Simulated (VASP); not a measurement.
# NbAs in VASP: notebook

The runs below take NbAs through single point, with PBE, LDA, PBEsol.

Program: VASP 6.6.1. These are calculated values, not measurements. Logs are shortened: lines on timing, memory, paths and dates and some standing lists are left out, and cuts for length are marked.

### Step 1. The cell of the first run

The cell holds a sheet with vacuum, 2 atoms: a = 3.612 Å, b = 3.612 Å, c = 23.800 Å, α = 90.00°, β = 90.00°, γ = 90.00°.

### Step 2. Single point, PBE

Contents of INCAR:

```
SYSTEM = NbAs
  PREC = Accurate
  ENCUT = 520
  EDIFF = 1E-7
  ISMEAR = -1
  SIGMA = 0.05
  LREAL = .FALSE.
  LASPH = .TRUE.
  NELM = 80
  ALGO = Normal
  ISIF = 2
  LWAVE = .FALSE.
  LCHARG = .TRUE.
  GGA = PE
  LELF = .TRUE.
  LVHAR = .TRUE.
  NBANDS = 16
```

Contents of KPOINTS:

```
Automatic mesh
0
G
  7 7 1
  0 0 0
```

Contents of POSCAR:

```
NbAs
1.0
    3.6117000000      0.0000000000      0.0000000000
    0.0000000000      3.6117000000      0.0000000000
    0.0000000000      0.0000000000     23.8000000000
Nb As
1 1
Direct
    0.0000000000      0.0000000000      0.2941200000
    0.5000000000      0.5000000000      0.2941200000
```

Potentials or basis: VASP PAW PBE potentials, release 64 (Nb_sv, As).

Started as:

```bash
cat potpaw_PBE.64/Nb_sv/POTCAR potpaw_PBE.64/As/POTCAR > POTCAR
mpirun -np 1 vasp_std > vasp.out
```

OUTCAR:

```text
SYSTEM = NbAs
   PREC = Accurate
   ENCUT = 520
   EDIFF = 1E-7
   ISMEAR = -1
   LREAL = .FALSE.
   LASPH = .TRUE.
   NELM = 80
   ISIF = 2
   GGA = PE

 ion  position               nearest neighbor table
   1  0.000  0.000  0.294-   2 2.55   2 2.55   2 2.55   2 2.55
   2  0.500  0.500  0.294-   1 2.55   1 2.55   1 2.55   1 2.55

  LATTYP: Found a simple tetragonal cell.
 ALAT       =     3.6117000000
 C/A-ratio  =     6.5896946036

  Lattice vectors:

 A1 = (   3.6117000000,   0.0000000000,   0.0000000000)
 A2 = (   0.0000000000,   3.6117000000,   0.0000000000)
 A3 = (   0.0000000000,   0.0000000000,  23.8000000000)

Analysis of symmetry for initial positions (statically):
=====================================================================
 Subroutine PRICEL returns:
 Original cell was already a primitive cell.

 Routine SETGRP: Setting up the symmetry group for a
 simple tetragonal supercell.

 Subroutine GETGRP returns: Found 16 space group operations
 (whereof  8 operations were pure point group operations)
 out of a pool of 16 trial point group operations.

The static configuration has the point symmetry C_4v.
 The point group associated with its full space group is D_4h.

Analysis of symmetry for dynamics (positions and initial velocities):
=====================================================================
 Subroutine PRICEL returns:
 Original cell was already a primitive cell.

 Routine SETGRP: Setting up the symmetry group for a
 simple tetragonal supercell.

 Subroutine GETGRP returns: Found 16 space group operations
 (whereof  8 operations were pure point group operations)
 out of a pool of 16 trial point group operations.

The dynamic configuration has the point symmetry C_4v.
 The point group associated with its full space group is D_4h.

 Subroutine INISYM returns: Found 16 space group operations
 (whereof  8 operations are pure point group operations),
 and found     1 'primitive' translations

----------------------------------------------------------------------------------------

                                     Primitive cell

  volume of cell :     310.4562

  direct lattice vectors                    reciprocal lattice vectors
     3.611700000  0.000000000  0.000000000     0.276877925  0.000000000  0.000000000
     0.000000000  3.611700000  0.000000000     0.000000000  0.276877925  0.000000000
     0.000000000  0.000000000 23.800000000     0.000000000  0.000000000  0.042016807

  length of vectors
     3.611700000  3.611700000 23.800000000     0.276877925  0.276877925  0.042016807

  position of ions in fractional coordinates (direct lattice)
     0.000000000  0.000000000  0.294120000
     0.500000000  0.500000000  0.294120000

  ion indices of the primitive-cell ions
   primitive index   ion index
                 1           1
                 2           2

----------------------------------------------------------------------------------------

 KPOINTS: Automatic mesh

Automatic generation of k-mesh.
 Grid dimensions read from file:
 generate k-points for:    7    7    1

 Generating k-lattice:

  Cartesian coordinates                     Fractional coordinates (reciprocal lattice)
     0.039553989  0.000000000  0.000000000     0.142857143  0.000000000  0.000000000
     0.000000000  0.039553989  0.000000000     0.000000000  0.142857143  0.000000000
     0.000000000  0.000000000  0.042016807     0.000000000  0.000000000  1.000000000

  Length of vectors
     0.039553989  0.039553989  0.042016807

  Shift w.r.t. Gamma in fractional coordinates (k-lattice)
     0.000000000  0.000000000  0.000000000

 Subroutine IBZKPT returns following result:
 ===========================================

 Found     10 irreducible k-points:

 Following reciprocal coordinates:
            Coordinates               Weight
  0.000000  0.000000  0.000000      1.000000
  0.142857  0.000000  0.000000      4.000000
  0.285714  0.000000  0.000000      4.000000
  0.428571  0.000000  0.000000      4.000000
  0.142857  0.142857  0.000000      4.000000
  0.285714  0.142857  0.000000      8.000000
  0.428571  0.142857  0.000000      8.000000
  0.285714  0.285714  0.000000      4.000000
  0.428571  0.285714  0.000000      8.000000
  0.428571  0.428571  0.000000      4.000000
   k-points           NKPTS =     10   k-points in BZ     NKDIM =     10   number of bands    NBANDS=     16
   number of dos      NEDOS =    301   number of ions     NIONS =      2
   total plane-waves  NPLWV = 141120
   dimension x,y,z NGX =    28 NGY =   28 NGZ =  180
   dimension x,y,z NGXF=    56 NGYF=   56 NGZF=  360
   ions per type =               1   1
   NGX,Y,Z   is equivalent  to a cutoff of  12.89, 12.89, 12.57 a.u.
   NGXF,Y,Z  is equivalent  to a cutoff of  25.78, 25.78, 25.15 a.u.
 SYSTEM =  NbAs
   PREC   = accura    normal or accurate (medium, high low for compatibility)
   ISTART =      0    job   : 0-new  1-cont  2-samecut
   ICHARG =      2    charge: 1-file 2-atom 10-const
   ISPIN  =      1    spin polarized calculation?
   LNONCOLLINEAR =      F non collinear calculations
   LSORBIT =      F    spin-orbit coupling
   LASPH  =      T    aspherical Exc in radial PAW
   ENCUT  =  520.0 eV  38.22 Ry    6.18 a.u.   6.72  6.72 44.25*2*pi/ulx,y,z
   NELM   =     80;   NELMIN=  2; NELMDL= -5     # of ELM steps
   EDIFF  = 0.1E-06   stopping-criterion for ELM
   LREAL  =      F    real-space projection
   EDIFFG = 0.1E-05   stopping-criterion for IOM
   NSW    =      0    number of steps for IOM
   IBRION =     -1    ionic relax: 0-MD 1-quasi-New 2-CG
   NFREE  =      0    steps in history (QN), initial steepest desc. (CG)
   ISIF   =      2    stress and relaxation
   ISYM   =      2    0-nonsym 1-usesym 2-fastsym
   POTIM  = 0.5000    time-step for ionic-motion
   TEBEG  =    0.0;   TEEND  =   0.0 temperature during run
   PSTRESS=    0.0 pullay stress
   NELECT =      18.0000    total number of electrons
   NUPDOWN=      -1.0000    fix difference up-down
   EMIN   =  10.00;   EMAX   =-10.00  energy-range for DOS
   EFERMI =   0.00;   METHOD = LEGACY
   ISMEAR =    -1;   SIGMA  =   0.05  broadening in eV -4-tet -1-fermi 0-gaus
   EFERMI_NEDOS =   21; number of points for ismear=-14 and -15
   IALGO  =     38    algorithm
   IMIX   =      4    mixing-type and parameters
     AMIX     =   0.40;   BMIX     =  1.00
     AMIX_MAG =   1.60;   BMIX_MAG =  1.00
  volume/ion in A,a.u.               =     155.23      1047.53
  Fermi-wavevector in a.u.,A,eV,Ry     =   0.633625  1.197377  5.462474  0.401481
  Thomas-Fermi vector in A             =   1.697345
   LORBIT       =      0    0 simple, 1 ext, 2 COOP (PROOUT), +10 PAW based schemes
   GGA     = PE    functional components
   LHFCALC =     F    Hartree Fock is set to
   AEXX    =    0.0000 exact exchange contribution
   IVDW    =     0    specifies the selected vdW correction
   LEPSILON=     F    determine dielectric tensor
   LRPA    =     F    only Hartree local field effects (RPA)
 non-spin polarized calculation
  energy-cutoff  :      520.00
  volume of cell :      310.46
 maximum number of plane-waves:      8389
 NGX is ok and might be reduce to    28
   NGX = 13   NGY = 13   NGZ = 89

 number of electron      18.0000000 magnetization

 Free energy of the ion-electron system (eV)
  ---------------------------------------------------
  ext. energy  EPLUGINS =         0.00000000
  ---------------------------------------------------
  free energy    TOTEN  =       -13.40106682 eV

  energy without entropy =      -13.36198295  energy(sigma->0) =      -13.38152488

 E-fermi :  -2.7156     XC(G=0):  -2.1064

 val. band max:       -2.8165430208   @ k =   0.2857   0.1429   0.0000
 cond. band min:      -2.7117021142   @ k =   0.2857   0.1429   0.0000
 fundamental gap:      0.1048409065
 Fermi energy:        -2.7155738001

 k-point     1 :       0.0000    0.0000    0.0000
  band No.  band energies     occupation
      1     -58.4210      2.00000
      2     -34.5121      2.00000
      3     -34.5121      2.00000
      4     -34.4195      2.00000
      5     -14.8088      2.00000
      6      -5.3789      2.00000
[... 8 lines left out ...]
     15       1.0584      0.00000
     16       1.7689      0.00000

 k-point     2 :       0.1429    0.0000    0.0000
  band No.  band energies     occupation
      1     -58.4198      2.00000
      2     -34.5364      2.00000
      3     -34.5076      2.00000
      4     -34.4175      2.00000
      5     -14.5859      2.00000
      6      -5.6682      2.00000
[... 8 lines left out ...]
     15       1.3050      0.00000
     16       2.0533      0.00000

 k-point     3 :       0.2857    0.0000    0.0000
  band No.  band energies     occupation
      1     -58.4171      2.00000
      2     -34.5906      2.00000
      3     -34.4974      2.00000
      4     -34.4132      2.00000
      5     -14.0023      2.00000
      6      -7.1110      2.00000
[... 8 lines left out ...]
     15       1.8694      0.00000
     16       2.7387      0.00000

 k-point     4 :       0.4286    0.0000    0.0000
  band No.  band energies     occupation
      1     -58.4150      2.00000
      2     -34.6336      2.00000
      3     -34.4892      2.00000
      4     -34.4097      2.00000
      5     -13.3905      2.00000
      6      -8.3227      2.00000
[... 8 lines left out ...]
     15       3.4739      0.00000
     16       3.4988      0.00000

 k-point     5 :       0.1429    0.1429    0.0000
  band No.  band energies     occupation
      1     -58.4186      2.00000
      2     -34.5324      2.00000
      3     -34.5313      2.00000
      4     -34.4157      2.00000
      5     -14.3971      2.00000
      6      -5.9290      2.00000
[... 8 lines left out ...]
     15       1.5589      0.00000
     16       2.2992      0.00000

 k-point     6 :       0.2857    0.1429    0.0000
  band No.  band energies     occupation
      1     -58.4158      2.00000
      2     -34.5859      2.00000
      3     -34.5215      2.00000
      4     -34.4114      2.00000
      5     -13.9231      2.00000
      6      -7.2055      2.00000
[... 8 lines left out ...]
     15       2.1078      0.00000
     16       2.9667      0.00000

 k-point     7 :       0.4286    0.1429    0.0000
  band No.  band energies     occupation
      1     -58.4136      2.00000
      2     -34.6289      2.00000
      3     -34.5132      2.00000
      4     -34.4081      2.00000
      5     -13.4680      2.00000
      6      -8.0252      2.00000
[... 8 lines left out ...]
     15       2.8341      0.00000
     16       3.7289      0.00000

 k-point     8 :       0.2857    0.2857    0.0000
  band No.  band energies     occupation
      1     -58.4129      2.00000
      2     -34.5763      2.00000
      3     -34.5745      2.00000
      4     -34.4075      2.00000
      5     -13.7593      2.00000
      6      -7.3218      2.00000
[... 8 lines left out ...]
     15       2.6312      0.00000
     16       3.5793      0.00000

 k-point     9 :       0.4286    0.2857    0.0000
  band No.  band energies     occupation
      1     -58.4105      2.00000
      2     -34.6182      2.00000
      3     -34.5669      2.00000
      4     -34.4044      2.00000
      5     -13.6449      2.00000
      6      -7.2016      2.00000
[... 8 lines left out ...]
     15       2.9192      0.00000
     16       3.4072      0.00000

 k-point    10 :       0.4286    0.4286    0.0000
  band No.  band energies     occupation
      1     -58.4081      2.00000
      2     -34.6098      2.00000
      3     -34.6094      2.00000
      4     -34.4015      2.00000
      5     -13.7874      2.00000
      6      -6.2499      2.00000
[... 8 lines left out ...]
     15       3.0033      0.00000
     16       4.4057      0.00000

------------------------ aborting loop because EDIFF is reached ----------------------------------------

  FORCE on cell =-STRESS in cart. coord.  units (eV):
  Direction    XX          YY          ZZ          XY          YZ          ZX
  --------------------------------------------------------------------------------------
  -------------------------------------------------------------------------------------
  Total       -1.1447022     -1.1447022     -0.0129198      0.0000000     -0.0000000      0.0000000
  in kB       -5.9074875     -5.9074875     -0.0666754      0.0000000     -0.0000000      0.0000000
  external PRESSURE =      -3.9605501 kB  Pullay stress =       0.0000000 kB

 VOLUME and BASIS-vectors are now :
 -----------------------------------------------------------------------------
  energy-cutoff  :      520.00
  volume of cell :      310.46
      direct lattice vectors                 reciprocal lattice vectors
     3.611700000  0.000000000  0.000000000     0.276877925  0.000000000  0.000000000
     0.000000000  3.611700000  0.000000000     0.000000000  0.276877925  0.000000000
     0.000000000  0.000000000 23.800000000     0.000000000  0.000000000  0.042016807

 POSITION                                       TOTAL-FORCE (eV/Angst)
 -----------------------------------------------------------------------------------
      0.00000      0.00000      7.00006         0.000000      0.000000     -0.000000
      1.80585      1.80585      7.00006        -0.000000      0.000000      0.000000
 -----------------------------------------------------------------------------------
    total drift:                               -0.000000      0.000000     -0.000003

  FREE ENERGIE OF THE ION-ELECTRON SYSTEM (eV)
  ---------------------------------------------------
  free  energy   TOTEN  =       -13.4010668161 eV

  energy  without entropy=      -13.3619829521  energy(sigma->0) =      -13.38152488
```

Run time: 4 min. Hardware: 1 thread of AMD EPYC 7R13, shared host; peak memory 0.33 GiB.

What came out:

| Quantity | Value |
| --- | --- |
| Free energy | -13.4011 eV |
| Band gap on the k mesh | zero (band 9 reaches -2.58 eV, above the bottom of band 10 at -3.05 eV) |

Levels at points of the mesh, in eV from the Fermi level:
| k point | band 7 | band 8 | band 9 | band 10 | band 11 | band 12 |
| --- | --- | --- | --- | --- | --- | --- |
| (0.00, 0.00, 0.00) | -2.45 | -0.54 | -0.28 | -0.28 | -0.26 | 0.39 |

(Part 1 of 2 ends here.)
